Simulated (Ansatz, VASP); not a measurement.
## One calculation of RbHg, two programs

```xyz
2
Lattice="0.0000 4.1181 4.1181 4.1181 0.0000 4.1181 4.1181 4.1181 0.0000" Properties=species:S:1:pos:R:3 pbc="T T T"
Rb    6.1772    6.1772    6.1772
Hg    0.0000    0.0000    0.0000
```

Change from the starting cell: species swapped into the GaP type (F-43m, No. 216).

Alike in both runs: functional PBE; k mesh 4 × 4 × 4; occupations gaussian, width 0.1 eV; no spin polarisation.

Ansatz relaxed the structure, and its values are those at the end. VASP's run is a single point on that final structure, the one shown.

```csv
,VASP,Ansatz
version,VASP 6.6.1,Ansatz 0.2.0
potentials or method,"VASP PAW PBE potentials, release 64 (Rb_sv, Hg), cutoff 520 eV","scalar-relativistic, plane waves, PAW"
valence electrons in the cell,21,29
```

|  | VASP | Ansatz | Ansatz less VASP |
| --- | --- | --- | --- |
| gap on the k mesh at the Fermi level (eV) | none | none | - |
| pressure (GPa) | 0.2 | 0.2 | +0.01 |

A gap of «none» marks a metal or a gap that the smearing closes. VASP's potentials hold 21 valence electrons a cell and Ansatz's 29, so a difference there can come from the potentials and not from the codes.

Neither program's run includes spin-orbit coupling.
